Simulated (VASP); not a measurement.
**ZnS: single point with r2SCAN**

Crystal: ZnS.

```
Zn S
1.0
     0.00000    2.77535    2.69451
     2.77535    0.00000    2.69451
     2.77535    2.77535    0.00000
Zn S
1 1
Direct
  0.00000 0.00000 0.00000
  0.75000 0.75000 0.75000
```

This cell differs from its parent crystal: strain +0.030 along x and y, +0.000 along z.

| Property | Result |
| --- | --- |
| Program | VASP 6.6.1 |
| Task | single point |
| Functional | r2SCAN |
| Potentials or basis | VASP PAW PBE potentials, release 64 (Zn, S) |
| Cutoff | 520 eV |
| k mesh | 8 × 8 × 8 |
| Occupations | gaussian, width 0.05 eV |
| Spin | no spin polarisation |

```
Pressure               : -4.0 GPa
Band gap on the k mesh : 2.37 eV
```

Stress tensor (GPa, compression positive):
```
-4.46  0.00  0.00
 0.00 -4.46  0.00
 0.00  0.00 -3.23
```

Levels at points of the mesh, in eV from the valence-band top:
```
           k point  band 6  band 7  band 8  band 9  band 10  band 11  band 12  band 13
(0.00, 0.00, 0.00)   -5.89   -0.10   -0.10    0.00     2.37     6.87     6.88     6.88
(0.50, 0.00, 0.00)   -5.71   -5.11   -0.95   -0.80     3.63     7.23     7.50     9.15
(0.50, 0.50, 0.00)   -5.67   -4.36   -2.26   -2.26     3.68     4.22    11.53    12.36
(0.50, 0.00, 0.50)   -5.71   -4.53   -2.14   -2.08     3.82     4.52    11.19    12.26
```

Run time: 100 s on 1 thread of Intel(R) Xeon(R) 6975P-C (Granite Rapids), on a shared host, peak memory 0.19 GiB.

Caveat: the cell differs from its parent crystal (strain +0.030 along x and y, +0.000 along z); the cell stands under tension; the PAW data sets were made with another functional, which shifts forces and pressure a little.
